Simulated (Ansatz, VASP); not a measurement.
**One calculation of AlN, two programs**

```
Al N
1.0
     3.06730    0.00000    0.00000
    -1.53365    2.65636    0.00000
     0.00000    0.00000    4.41490
Al N
2 2
Direct
  0.33333 0.66667 0.00173
  0.66667 0.33333 0.50173
  0.33333 0.66667 0.38327
  0.66667 0.33333 0.88327
```

Alike in both runs: task relaxation of the atoms; functional PBE; k mesh 9 × 9 × 6; occupations gaussian, width 0.05 eV; no spin polarisation.

|  | VASP | Ansatz |
| --- | --- | --- |
| version | VASP 6.6.1 | Ansatz 0.2.0 |
| potentials or method | VASP PAW PBE potentials, release 64 (Al, N), cutoff 520 eV | scalar-relativistic, plane waves, PAW |
| valence electrons in the cell | 16 | 16 |

Ansatz gave:

* gap on the k mesh at the Fermi level, each at its own relaxed structure (eV): 4.64

**Question.** Estimate VASP's values.

**Answer.** gap on the k mesh at the Fermi level, each at its own relaxed structure (eV): 4.66.

Ansatz's warnings: stress scf threshold loose.
